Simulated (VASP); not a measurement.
# AlAs (F-43m) in VASP: single point with PBEsol

Aim: the single point of AlAs with PBEsol.

Everything below comes from runs of VASP 6.6.1. Logs are shortened: lines on timing, memory, paths and dates and some standing lists are left out, and cuts for length are marked.

## 1. The cell of the first run

It takes space group F-43m (No. 216, cubic). Conventional cell: a = 5.661 Å, b = 5.661 Å, c = 5.661 Å, α = 90.00°, β = 90.00°, γ = 90.00°. Al (site symmetry -43m) has 4 As at 2.45 Å within 3.2 Å. As (site symmetry -43m) has 4 Al at 2.45 Å within 3.2 Å.

## 2. Single point, PBEsol

INCAR reads:

```
SYSTEM = AlAs
PREC     = Accurate       ! precision mode
ENCUT    = 500            ! plane-wave cutoff, eV
EDIFF    = 1E-6           ! SCF threshold, eV
ISMEAR   = 0              ! smearing method
SIGMA    = 0.01           ! smearing width, eV
LREAL    = .FALSE.        ! projectors in reciprocal space
LASPH    = .TRUE.         ! aspherical terms in the spheres
NELM     = 120            ! most SCF steps
ALGO     = Normal         ! electronic algorithm
ISIF     = 2              ! what is computed and relaxed
LWAVE    = .FALSE.        ! write WAVECAR
LCHARG   = .TRUE.         ! write CHGCAR
GGA      = PS             ! functional
LELF     = .TRUE.         ! ELF
LVHAR    = .TRUE.       
NBANDS   = 11             ! bands
GGA_COMPAT= .FALSE.
```

KPOINTS reads:

```
regular mesh
0
G
  4 4 4
  0 0 0
```

POSCAR reads:

```
AlAs
1.0
    0.0000000000      2.8304000000      2.8304000000
    2.8304000000      0.0000000000      2.8304000000
    2.8304000000      2.8304000000      0.0000000000
Al As
1 1
Direct
    0.0000000000      0.0000000000      0.0000000000
    0.2500000000      0.2500000000      0.2500000000
```

Potentials or basis: VASP PAW PBE potentials, release 64 (Al, As).

Command:

```console
$ cat potpaw_PBE.64/Al/POTCAR potpaw_PBE.64/As/POTCAR > POTCAR
$ mpirun -np 1 vasp_std > vasp.out
```

OUTCAR:

```text
SYSTEM = AlAs
   PREC = Accurate
   ENCUT = 500
   EDIFF = 1E-6
   ISMEAR = 0
   LREAL = .FALSE.
   LASPH = .TRUE.
   NELM = 120
   ISIF = 2
   GGA = PS

 ion  position               nearest neighbor table
   1  0.000  0.000  0.000-   2 2.45   2 2.45   2 2.45   2 2.45
   2  0.250  0.250  0.250-   1 2.45   1 2.45   1 2.45   1 2.45

  LATTYP: Found a face centered cubic cell.
 ALAT       =     5.6608000000

  Lattice vectors:

 A1 = (   0.0000000000,   2.8304000000,   2.8304000000)
 A2 = (   2.8304000000,   0.0000000000,   2.8304000000)
 A3 = (   2.8304000000,   2.8304000000,   0.0000000000)

Analysis of symmetry for initial positions (statically):
=====================================================================
 Subroutine PRICEL returns:
 Original cell was already a primitive cell.

 Routine SETGRP: Setting up the symmetry group for a
 face centered cubic supercell.

 Subroutine GETGRP returns: Found 24 space group operations
 (whereof 24 operations were pure point group operations)
 out of a pool of 48 trial point group operations.

The static configuration has the point symmetry T_d .

Analysis of symmetry for dynamics (positions and initial velocities):
=====================================================================
 Subroutine PRICEL returns:
 Original cell was already a primitive cell.

 Routine SETGRP: Setting up the symmetry group for a
 face centered cubic supercell.

 Subroutine GETGRP returns: Found 24 space group operations
 (whereof 24 operations were pure point group operations)
 out of a pool of 48 trial point group operations.

The dynamic configuration has the point symmetry T_d .

 Subroutine INISYM returns: Found 24 space group operations
 (whereof 24 operations are pure point group operations),
 and found     1 'primitive' translations

----------------------------------------------------------------------------------------

                                     Primitive cell

  volume of cell :      45.3496

  direct lattice vectors                    reciprocal lattice vectors
     0.000000000  2.830400000  2.830400000    -0.176653477  0.176653477  0.176653477
     2.830400000  0.000000000  2.830400000     0.176653477 -0.176653477  0.176653477
     2.830400000  2.830400000  0.000000000     0.176653477  0.176653477 -0.176653477

  length of vectors
     4.002790067  4.002790067  4.002790067     0.305972797  0.305972797  0.305972797

  position of ions in fractional coordinates (direct lattice)
     0.000000000  0.000000000  0.000000000
     0.250000000  0.250000000  0.250000000

  ion indices of the primitive-cell ions
   primitive index   ion index
                 1           1
                 2           2

----------------------------------------------------------------------------------------

 KPOINTS: regular mesh

Automatic generation of k-mesh.
 Grid dimensions read from file:
 generate k-points for:    4    4    4

 Generating k-lattice:

  Cartesian coordinates                     Fractional coordinates (reciprocal lattice)
    -0.044163369  0.044163369  0.044163369     0.250000000  0.000000000  0.000000000
     0.044163369 -0.044163369  0.044163369     0.000000000  0.250000000  0.000000000
     0.044163369  0.044163369 -0.044163369     0.000000000  0.000000000  0.250000000

  Length of vectors
     0.076493199  0.076493199  0.076493199

  Shift w.r.t. Gamma in fractional coordinates (k-lattice)
     0.000000000  0.000000000  0.000000000

 Subroutine IBZKPT returns following result:
 ===========================================

 Found      8 irreducible k-points:

 Following reciprocal coordinates:
            Coordinates               Weight
  0.000000  0.000000  0.000000      1.000000
  0.250000  0.000000  0.000000      8.000000
  0.500000  0.000000  0.000000      4.000000
  0.250000  0.250000  0.000000      6.000000
  0.500000  0.250000  0.000000     24.000000
 -0.250000  0.250000  0.000000     12.000000
  0.500000  0.500000  0.000000      3.000000
 -0.250000  0.500000  0.250000      6.000000
   k-points           NKPTS =      8   k-points in BZ     NKDIM =      8   number of bands    NBANDS=     11
   number of dos      NEDOS =    301   number of ions     NIONS =      2
   total plane-waves  NPLWV =  27000
   dimension x,y,z NGX =    30 NGY =   30 NGZ =   30
   dimension x,y,z NGXF=    60 NGYF=   60 NGZF=   60
   ions per type =               1   1
   NGX,Y,Z   is equivalent  to a cutoff of  12.46, 12.46, 12.46 a.u.
   NGXF,Y,Z  is equivalent  to a cutoff of  24.92, 24.92, 24.92 a.u.
 SYSTEM =  AlAs
   PREC   = accura    normal or accurate (medium, high low for compatibility)
   ISTART =      0    job   : 0-new  1-cont  2-samecut
   ICHARG =      2    charge: 1-file 2-atom 10-const
   ISPIN  =      1    spin polarized calculation?
   LNONCOLLINEAR =      F non collinear calculations
   LSORBIT =      F    spin-orbit coupling
   LASPH  =      T    aspherical Exc in radial PAW
   ENCUT  =  500.0 eV  36.75 Ry    6.06 a.u.   7.30  7.30  7.30*2*pi/ulx,y,z
   NELM   =    120;   NELMIN=  2; NELMDL= -5     # of ELM steps
   EDIFF  = 0.1E-05   stopping-criterion for ELM
   LREAL  =      F    real-space projection
   EDIFFG = 0.1E-04   stopping-criterion for IOM
   NSW    =      0    number of steps for IOM
   IBRION =     -1    ionic relax: 0-MD 1-quasi-New 2-CG
   NFREE  =      0    steps in history (QN), initial steepest desc. (CG)
   ISIF   =      2    stress and relaxation
   ISYM   =      2    0-nonsym 1-usesym 2-fastsym
   POTIM  = 0.5000    time-step for ionic-motion
   TEBEG  =    0.0;   TEEND  =   0.0 temperature during run
   PSTRESS=    0.0 pullay stress
   NELECT =       8.0000    total number of electrons
   NUPDOWN=      -1.0000    fix difference up-down
   EMIN   =  10.00;   EMAX   =-10.00  energy-range for DOS
   EFERMI =   0.00;   METHOD = LEGACY
   ISMEAR =     0;   SIGMA  =   0.01  broadening in eV -4-tet -1-fermi 0-gaus
   EFERMI_NEDOS =   21; number of points for ismear=-14 and -15
   IALGO  =     38    algorithm
   IMIX   =      4    mixing-type and parameters
     AMIX     =   0.40;   BMIX     =  1.00
     AMIX_MAG =   1.60;   BMIX_MAG =  1.00
  volume/ion in A,a.u.               =      22.67       153.02
  Fermi-wavevector in a.u.,A,eV,Ry     =   0.918150  1.735052 11.469706  0.843000
  Thomas-Fermi vector in A             =   2.043199
   LORBIT       =      0    0 simple, 1 ext, 2 COOP (PROOUT), +10 PAW based schemes
   GGA     = PS    functional components
   LHFCALC =     F    Hartree Fock is set to
   AEXX    =    0.0000 exact exchange contribution
   IVDW    =     0    specifies the selected vdW correction
   LEPSILON=     F    determine dielectric tensor
   LRPA    =     F    only Hartree local field effects (RPA)
 non-spin polarized calculation
 Gauss-broadening in eV      SIGMA  =   0.01
  energy-cutoff  :      500.00
  volume of cell :       45.35
 maximum number of plane-waves:      1174
 NGX is ok and might be reduce to    30
   NGX = 15   NGY = 15   NGZ = 15

 number of electron       8.0000000 magnetization

 Free energy of the ion-electron system (eV)
  ---------------------------------------------------
  ext. energy  EPLUGINS =         0.00000000
  ---------------------------------------------------
  free energy    TOTEN  =        -9.94245294 eV

  energy without entropy =       -9.94245294  energy(sigma->0) =       -9.94245294

 E-fermi :   3.8895     XC(G=0):  -9.1786

 val. band max:        3.8441985264   @ k =   0.0000   0.0000   0.0000
 cond. band min:       5.1316325675   @ k =   0.5000   0.5000   0.0000
 fundamental gap:      1.2874340411
 Fermi energy:         3.8894970919

 k-point     1 :       0.0000    0.0000    0.0000
  band No.  band energies     occupation
      1      -8.0445      2.00000
      2       3.8442      2.00000
      3       3.8442      2.00000
      4       3.8442      2.00000
      5       5.8129      0.00000
      6       8.0761      0.00000
      7       8.0761      0.00000
      8       8.0761      0.00000
      9      12.5297      0.00000
     10      12.8071      0.00000
     11      12.8071      0.00000

 k-point     2 :       0.2500    0.0000    0.0000
  band No.  band energies     occupation
      1      -7.4624      2.00000
      2       0.4220      2.00000
      3       3.3608      2.00000
      4       3.3608      2.00000
      5       6.3813      0.00000
      6       8.6947      0.00000
      7       8.6947      0.00000
      8      10.2133      0.00000
      9      12.0683      0.00000
     10      12.0683      0.00000
     11      13.0479      0.00000

 k-point     3 :       0.5000    0.0000    0.0000
  band No.  band energies     occupation
      1      -6.6086      2.00000
      2      -1.7797      2.00000
      3       3.0136      2.00000
      4       3.0136      2.00000
      5       5.9034      0.00000
      6       8.4448      0.00000
      7       8.4448      0.00000
      8      11.3971      0.00000
      9      14.9006      0.00000
     10      15.3205      0.00000
     11      15.3205      0.00000

 k-point     4 :       0.2500    0.2500    0.0000
  band No.  band energies     occupation
      1      -7.2617      2.00000
      2       0.6076      2.00000
      3       2.4836      2.00000
      4       2.4836      2.00000
      5       6.3230      0.00000
      6       7.5213      0.00000
      7      10.6321      0.00000
      8      10.6321      0.00000
      9      11.1969      0.00000
     10      13.9022      0.00000
     11      15.9489      0.00000

 k-point     5 :       0.5000    0.2500    0.0000
  band No.  band energies     occupation
      1      -6.3768      2.00000
      2      -1.2387      2.00000
      3       1.0720      2.00000
      4       2.2108      2.00000
      5       6.2884      0.00000
      6       8.9322      0.00000
      7      10.1469      0.00000
      8      10.7154      0.00000
      9      14.0703      0.00000
     10      15.2179      0.00000
     11      16.6380      0.00000

 k-point     6 :      -0.2500    0.2500    0.0000
  band No.  band energies     occupation
      1      -6.6922      2.00000
      2      -0.7369      2.00000
      3       0.9275      2.00000
      4       2.9371      2.00000
      5       7.1541      0.00000
      6       9.5018      0.00000
      7       9.6893      0.00000
      8      10.0970      0.00000
      9      11.4065      0.00000
     10      14.0380      0.00000
     11      16.1987      0.00000

 k-point     7 :       0.5000    0.5000    0.0000
  band No.  band energies     occupation
      1      -6.0535      2.00000
      2      -1.6200      2.00000
      3       1.6466      2.00000
      4       1.6466      2.00000
      5       5.1316      0.00000
      6       6.0357      0.00000
      7      14.1058      0.00000
      8      14.1058      0.00000
      9      15.5151      0.00000
     10      16.3740      0.00000
     11      16.3740      0.00000

 k-point     8 :      -0.2500    0.5000    0.2500
  band No.  band energies     occupation
      1      -6.0202      2.00000
      2      -1.2680      2.00000
      3       0.6136      2.00000
      4       0.9670      2.00000
      5       8.0560      0.00000
      6       9.4496      0.00000
      7       9.4616      0.00000
      8       9.7918      0.00000
      9      14.3748      0.00000
     10      16.1196      0.00000
     11      16.3476      0.00000

------------------------ aborting loop because EDIFF is reached ----------------------------------------

  FORCE on cell =-STRESS in cart. coord.  units (eV):
  Direction    XX          YY          ZZ          XY          YZ          ZX
  --------------------------------------------------------------------------------------
  -------------------------------------------------------------------------------------
  Total        0.3174969      0.3174969      0.3174969     -0.0000000     -0.0000000      0.0000000
  in kB       11.2169982     11.2169982     11.2169982     -0.0000000     -0.0000000      0.0000000
  external PRESSURE =      11.2169982 kB  Pullay stress =       0.0000000 kB

 VOLUME and BASIS-vectors are now :
 -----------------------------------------------------------------------------
  energy-cutoff  :      500.00
  volume of cell :       45.35
      direct lattice vectors                 reciprocal lattice vectors
     0.000000000  2.830400000  2.830400000    -0.176653477  0.176653477  0.176653477
     2.830400000  0.000000000  2.830400000     0.176653477 -0.176653477  0.176653477
     2.830400000  2.830400000  0.000000000     0.176653477  0.176653477 -0.176653477

 POSITION                                       TOTAL-FORCE (eV/Angst)
 -----------------------------------------------------------------------------------
      0.00000      0.00000      0.00000         0.000000      0.000000      0.000000
      1.41520      1.41520      1.41520        -0.000000     -0.000000     -0.000000
 -----------------------------------------------------------------------------------
    total drift:                                0.000000      0.000000      0.000000

  FREE ENERGIE OF THE ION-ELECTRON SYSTEM (eV)
  ---------------------------------------------------
  free  energy   TOTEN  =        -9.9424529362 eV

  energy  without entropy=       -9.9424529362  energy(sigma->0) =       -9.94245294
```

It used 7.5 s of CPU time on 1 thread of AMD EPYC 7R13 Processor (Zen 3) (shared host).

Results:

```yaml
Free_energy: -9.9425 eV
Pressure: 1.1 GPa
Band_gap_on_the_k_mesh: 1.29 eV, indirect (least direct gap 1.97 eV)
```

Levels at points of the mesh, in eV from the valence-band top:
| k point | band 2 | band 3 | band 4 | band 5 | band 6 | band 7 |
| --- | --- | --- | --- | --- | --- | --- |
| (0.00, 0.00, 0.00) | 0.00 | 0.00 | 0.00 | 1.97 | 4.23 | 4.23 |
| (0.50, 0.00, 0.00) | -5.62 | -0.83 | -0.83 | 2.06 | 4.60 | 4.60 |
| (0.50, 0.50, 0.00) | -5.46 | -2.20 | -2.20 | 1.29 | 2.19 | 10.26 |

Caveat: the k points lie up to 0.48 Å⁻¹ apart; the PAW data sets were made with another functional, which shifts forces and pressure a little. A k mesh can miss the band edges.
